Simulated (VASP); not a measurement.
# CdTe (F-43m) in VASP: single point with LDA

Aim: the single point of CdTe with LDA.

Everything below comes from runs of VASP 6.6.1. Logs are shortened: lines on timing, memory, paths and dates and some standing lists are left out, and cuts for length are marked.

## Step 1: The cell of the first run

Symmetry: F-43m, No. 216, cubic system. The conventional cell has a = 6.564 Å, b = 6.564 Å, c = 6.564 Å, α = 90.00°, β = 90.00°, γ = 90.00°. Within 3.7 Å of Cd (site symmetry -43m) lie 4 Te at 2.84 Å. Within 3.7 Å of Te (site symmetry -43m) lie 4 Cd at 2.84 Å.

## Step 2: Single point, LDA

The input, INCAR:

```
  PREC = Accurate
  ENCUT = 520
  EDIFF = 1E-7
  ISMEAR = 0
  SIGMA = 0.1
  LREAL = F
  LASPH = T
  NELM = 80
  ALGO = Normal
  ISIF = 2
  LWAVE = F
  LCHARG = T
  LELF = T
  LVHAR = T
  NBANDS = 16
```

The input, KPOINTS:

```
regular mesh
0
Gamma
  6 6 6
```

The input, POSCAR:

```
CdTe
1.0
    0.0000000000      3.2821135600      3.2821135600
    3.2821135600      0.0000000000      3.2821135600
    3.2821135600      3.2821135600      0.0000000000
Cd Te
1 1
Direct
    0.0000000000      0.0000000000      0.0000000000
    0.7500000000      0.7500000000      0.7500000000
```

Potentials or basis: VASP PAW LDA potentials, release 64 (Cd, Te).

The run is started by

```console
> cat potpaw_LDA.64/Cd/POTCAR potpaw_LDA.64/Te/POTCAR > POTCAR
> mpirun -np 1 vasp_std > vasp.out
```

OUTCAR:

```text
PREC = Accurate
   ENCUT = 520
   EDIFF = 1E-7
   ISMEAR = 0
   LREAL = F
   LASPH = T
   NELM = 80
   ISIF = 2

 ion  position               nearest neighbor table
   1  0.000  0.000  0.000-   2 2.84   2 2.84   2 2.84   2 2.84
   2  0.750  0.750  0.750-   1 2.84   1 2.84   1 2.84   1 2.84

  LATTYP: Found a face centered cubic cell.
 ALAT       =     6.5642271200

  Lattice vectors:

 A1 = (   0.0000000000,   3.2821135600,   3.2821135600)
 A2 = (   3.2821135600,   0.0000000000,   3.2821135600)
 A3 = (   3.2821135600,   3.2821135600,   0.0000000000)

Analysis of symmetry for initial positions (statically):
=====================================================================
 Subroutine PRICEL returns:
 Original cell was already a primitive cell.

 Routine SETGRP: Setting up the symmetry group for a
 face centered cubic supercell.

 Subroutine GETGRP returns: Found 24 space group operations
 (whereof 24 operations were pure point group operations)
 out of a pool of 48 trial point group operations.

The static configuration has the point symmetry T_d .

Analysis of symmetry for dynamics (positions and initial velocities):
=====================================================================
 Subroutine PRICEL returns:
 Original cell was already a primitive cell.

 Routine SETGRP: Setting up the symmetry group for a
 face centered cubic supercell.

 Subroutine GETGRP returns: Found 24 space group operations
 (whereof 24 operations were pure point group operations)
 out of a pool of 48 trial point group operations.

The dynamic configuration has the point symmetry T_d .

 Subroutine INISYM returns: Found 24 space group operations
 (whereof 24 operations are pure point group operations),
 and found     1 'primitive' translations

----------------------------------------------------------------------------------------

                                     Primitive cell

  volume of cell :      70.7116

  direct lattice vectors                    reciprocal lattice vectors
     0.000000000  3.282113560  3.282113560    -0.152340859  0.152340859  0.152340859
     3.282113560  0.000000000  3.282113560     0.152340859 -0.152340859  0.152340859
     3.282113560  3.282113560  0.000000000     0.152340859  0.152340859 -0.152340859

  length of vectors
     4.641609510  4.641609510  4.641609510     0.263862108  0.263862108  0.263862108

  position of ions in fractional coordinates (direct lattice)
     0.000000000  0.000000000  0.000000000
     0.750000000  0.750000000  0.750000000

  ion indices of the primitive-cell ions
   primitive index   ion index
                 1           1
                 2           2

----------------------------------------------------------------------------------------

 KPOINTS: regular mesh

Automatic generation of k-mesh.
 Grid dimensions read from file:
 generate k-points for:    6    6    6

 Generating k-lattice:

  Cartesian coordinates                     Fractional coordinates (reciprocal lattice)
    -0.025390143  0.025390143  0.025390143     0.166666667  0.000000000  0.000000000
     0.025390143 -0.025390143  0.025390143     0.000000000  0.166666667  0.000000000
     0.025390143  0.025390143 -0.025390143     0.000000000  0.000000000  0.166666667

  Length of vectors
     0.043977018  0.043977018  0.043977018

  Shift w.r.t. Gamma in fractional coordinates (k-lattice)
     0.000000000  0.000000000  0.000000000

 Subroutine IBZKPT returns following result:
 ===========================================

 Found     16 irreducible k-points:

 Following reciprocal coordinates:
            Coordinates               Weight
  0.000000  0.000000  0.000000      1.000000
  0.166667  0.000000  0.000000      8.000000
  0.333333  0.000000  0.000000      8.000000
  0.500000  0.000000  0.000000      4.000000
  0.166667  0.166667  0.000000      6.000000
  0.333333  0.166667  0.000000     24.000000
[... 8 lines left out ...]
 -0.333333  0.333333  0.166667     24.000000
 -0.333333  0.500000  0.166667     12.000000
   k-points           NKPTS =     16   k-points in BZ     NKDIM =     16   number of bands    NBANDS=     16
   number of dos      NEDOS =    301   number of ions     NIONS =      2
   total plane-waves  NPLWV =  46656
   dimension x,y,z NGX =    36 NGY =   36 NGZ =   36
   dimension x,y,z NGXF=    72 NGYF=   72 NGZF=   72
   ions per type =               1   1
   NGX,Y,Z   is equivalent  to a cutoff of  12.89, 12.89, 12.89 a.u.
   NGXF,Y,Z  is equivalent  to a cutoff of  25.79, 25.79, 25.79 a.u.
 SYSTEM =  unknown system
   PREC   = accura    normal or accurate (medium, high low for compatibility)
   ISTART =      0    job   : 0-new  1-cont  2-samecut
   ICHARG =      2    charge: 1-file 2-atom 10-const
   ISPIN  =      1    spin polarized calculation?
   LNONCOLLINEAR =      F non collinear calculations
   LSORBIT =      F    spin-orbit coupling
   LASPH  =      T    aspherical Exc in radial PAW
   ENCUT  =  520.0 eV  38.22 Ry    6.18 a.u.   8.63  8.63  8.63*2*pi/ulx,y,z
   NELM   =     80;   NELMIN=  2; NELMDL= -5     # of ELM steps
   EDIFF  = 0.1E-06   stopping-criterion for ELM
   LREAL  =      F    real-space projection
   EDIFFG = 0.1E-05   stopping-criterion for IOM
   NSW    =      0    number of steps for IOM
   IBRION =     -1    ionic relax: 0-MD 1-quasi-New 2-CG
   NFREE  =      0    steps in history (QN), initial steepest desc. (CG)
   ISIF   =      2    stress and relaxation
   ISYM   =      2    0-nonsym 1-usesym 2-fastsym
   POTIM  = 0.5000    time-step for ionic-motion
   TEBEG  =    0.0;   TEEND  =   0.0 temperature during run
   PSTRESS=    0.0 pullay stress
   NELECT =      18.0000    total number of electrons
   NUPDOWN=      -1.0000    fix difference up-down
   EMIN   =  10.00;   EMAX   =-10.00  energy-range for DOS
   EFERMI =   0.00;   METHOD = LEGACY
   ISMEAR =     0;   SIGMA  =   0.10  broadening in eV -4-tet -1-fermi 0-gaus
   EFERMI_NEDOS =   21; number of points for ismear=-14 and -15
   IALGO  =     38    algorithm
   IMIX   =      4    mixing-type and parameters
     AMIX     =   0.40;   BMIX     =  1.00
     AMIX_MAG =   1.60;   BMIX_MAG =  1.00
  volume/ion in A,a.u.               =      35.36       238.59
  Fermi-wavevector in a.u.,A,eV,Ry     =   1.037533  1.960654 14.646338  1.076475
  Thomas-Fermi vector in A             =   2.171976
   LORBIT       =      0    0 simple, 1 ext, 2 COOP (PROOUT), +10 PAW based schemes
   GGA     = CA    functional components
   LHFCALC =     F    Hartree Fock is set to
   AEXX    =    0.0000 exact exchange contribution
   IVDW    =     0    specifies the selected vdW correction
   LEPSILON=     F    determine dielectric tensor
   LRPA    =     F    only Hartree local field effects (RPA)
 non-spin polarized calculation
 Gauss-broadening in eV      SIGMA  =   0.10
  energy-cutoff  :      520.00
  volume of cell :       70.71
 maximum number of plane-waves:      1932
 NGX is ok and might be reduce to    36
   NGX = 17   NGY = 17   NGZ = 17

 number of electron      18.0000006 magnetization

 Free energy of the ion-electron system (eV)
  ---------------------------------------------------
  ext. energy  EPLUGINS =         0.00000000
  ---------------------------------------------------
  free energy    TOTEN  =        -6.00609374 eV

  energy without entropy =       -6.00608578  energy(sigma->0) =       -6.00608976

 E-fermi :   2.0424     XC(G=0):  -8.7835

 val. band max:        1.8134735440   @ k =   0.0000   0.0000   0.0000
 cond. band min:       2.2480446959   @ k =   0.0000   0.0000   0.0000
 fundamental gap:      0.4345711519
 Fermi energy:         2.0423500857

 k-point     1 :       0.0000    0.0000    0.0000
  band No.  band energies     occupation
      1      -9.2155      2.00000
      2      -6.3535      2.00000
      3      -6.3535      2.00000
      4      -6.3535      2.00000
      5      -6.1171      2.00000
      6      -6.1171      2.00000
[... 8 lines left out ...]
     15      11.0791      0.00000
     16      11.0791      0.00000

 k-point     2 :       0.1667    0.0000    0.0000
  band No.  band energies     occupation
      1      -9.1228      2.00000
      2      -6.3366      2.00000
      3      -6.3366      2.00000
      4      -6.2757      2.00000
      5      -6.1182      2.00000
      6      -6.1182      2.00000
[... 8 lines left out ...]
     15      10.1930      0.00000
     16      10.1930      0.00000

 k-point     3 :       0.3333    0.0000    0.0000
  band No.  band energies     occupation
      1      -8.9372      2.00000
      2      -6.3076      2.00000
      3      -6.3076      2.00000
      4      -6.1147      2.00000
      5      -6.1147      2.00000
      6      -6.0212      2.00000
[... 8 lines left out ...]
     15      10.5672      0.00000
     16      10.5672      0.00000

 k-point     4 :       0.5000    0.0000    0.0000
  band No.  band energies     occupation
      1      -8.8460      2.00000
      2      -6.2962      2.00000
      3      -6.2962      2.00000
      4      -6.1092      2.00000
      5      -6.1092      2.00000
      6      -5.8021      2.00000
[... 8 lines left out ...]
     15      11.9308      0.00000
     16      11.9308      0.00000
[... 172 lines left out ...]
 k-point    14 :       0.5000    0.3333    0.1667
  band No.  band energies     occupation
      1      -8.8197      2.00000
      2      -6.2676      2.00000
      3      -6.2600      2.00000
      4      -6.1537      2.00000
      5      -6.1057      2.00000
      6      -5.8294      2.00000
[... 8 lines left out ...]
     15      11.8288      0.00000
     16      12.9486      0.00000

 k-point    15 :      -0.3333    0.3333    0.1667
  band No.  band energies     occupation
      1      -8.7622      2.00000
      2      -6.2606      2.00000
      3      -6.2468      2.00000
      4      -6.1393      2.00000
      5      -6.1142      2.00000
      6      -5.6653      2.00000
[... 8 lines left out ...]
     15      12.0370      0.00000
     16      12.7645      0.00000

 k-point    16 :      -0.3333    0.5000    0.1667
  band No.  band energies     occupation
      1      -8.7341      2.00000
      2      -6.2353      2.00000
      3      -6.2334      2.00000
      4      -6.1602      2.00000
      5      -6.1054      2.00000
      6      -5.6236      2.00000
[... 8 lines left out ...]
     15      12.6267      0.00000
     16      12.8924      0.00000

------------------------ aborting loop because EDIFF is reached ----------------------------------------

  FORCE on cell =-STRESS in cart. coord.  units (eV):
  Direction    XX          YY          ZZ          XY          YZ          ZX
  --------------------------------------------------------------------------------------
  -------------------------------------------------------------------------------------
  Total       -1.1431306     -1.1431306     -1.1431306      0.0000000     -0.0000000      0.0000000
  in kB      -25.9009460    -25.9009460    -25.9009460      0.0000000     -0.0000000      0.0000000
  external PRESSURE =     -25.9009460 kB  Pullay stress =       0.0000000 kB

 VOLUME and BASIS-vectors are now :
 -----------------------------------------------------------------------------
  energy-cutoff  :      520.00
  volume of cell :       70.71
      direct lattice vectors                 reciprocal lattice vectors
     0.000000000  3.282113560  3.282113560    -0.152340859  0.152340859  0.152340859
     3.282113560  0.000000000  3.282113560     0.152340859 -0.152340859  0.152340859
     3.282113560  3.282113560  0.000000000     0.152340859  0.152340859 -0.152340859

 POSITION                                       TOTAL-FORCE (eV/Angst)
 -----------------------------------------------------------------------------------
      0.00000      0.00000      0.00000         0.000000     -0.000000      0.000000
      4.92317      4.92317      4.92317        -0.000000      0.000000     -0.000000
 -----------------------------------------------------------------------------------
    total drift:                               -0.000000     -0.000000     -0.000000

  FREE ENERGIE OF THE ION-ELECTRON SYSTEM (eV)
  ---------------------------------------------------
  free  energy   TOTEN  =        -6.0060937388 eV

  energy  without entropy=       -6.0060857819  energy(sigma->0) =       -6.00608976
```

It took 26 s on 1 thread of Intel Xeon 8259CL, shared host; peak memory 0.18 GiB.

What came out:

* Free energy: -6.0061 eV
* Pressure: -2.6 GPa
* Band gap on the k mesh: 0.43 eV, direct

Levels at points of the mesh, in eV from the valence-band top:
```
           k point  band 5  band 6  band 7  band 8  band 9  band 10  band 11  band 12  band 13  band 14
(0.00, 0.00, 0.00)   -7.93   -7.93    0.00    0.00    0.00     0.43     4.52     4.52     4.52     7.16
(0.50, 0.00, 0.00)   -7.92   -7.62   -4.29   -0.73   -0.73     1.62     5.10     5.10     6.82     8.30
(0.50, 0.50, 0.00)   -7.90   -7.49   -4.20   -1.76   -1.76     2.52     2.55     8.43     8.79     8.79
```

Caveat: spin-orbit coupling is left out, which moves the levels of the heavy elements. A hybrid or GW would open this gap; LDA tends to underestimate it.
